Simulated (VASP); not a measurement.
A run of VASP 6.6.1 is set up as follows.

INCAR

```
SYSTEM = GaN
ALGO = Normal
EDIFF = 1E-7
ENCUT = 520
GGA = PE
ISIF = 2
ISMEAR = 0
LASPH = .True.
LCHARG = .False.
LREAL = .False.
LWAVE = .False.
NBANDS = 16
NELM = 100
PREC = Accurate
SIGMA = 0.05
```

Contents of KPOINTS:

```
k-points
0
Gamma
  10 10 10
  0 0 0
```

POSCAR

```
GaN
1.0
    0.0000000000      2.2535006075      2.4788506683
    2.2535006075      0.0000000000      2.4788506683
    2.2535006075      2.2535006075      0.0000000000
Ga N
1 1
Direct
    0.0000000000      0.0000000000      0.0000000000
    0.7500000000      0.7500000000      0.7500000000
```

Potentials or basis: VASP PAW PBE potentials, release 64 (Ga_d, N).

Run with:

```bash
$ cat potpaw_PBE.64/Ga_d/POTCAR potpaw_PBE.64/N/POTCAR > POTCAR
$ mpirun -np 1 vasp_std > vasp.out
```

What does it give for the pressure?

-10.2 GPa.

Predict the band gap on the k mesh.

0.90 eV, direct.

Stress tensor (GPa, compression positive):
```
 -5.44   0.00   0.00
  0.00  -5.44   0.00
  0.00   0.00 -19.74
```

Caveat: the cell differs from its parent crystal (strain +0.1000 x Voigt [0, 0, 1, 0, 0, 0]).
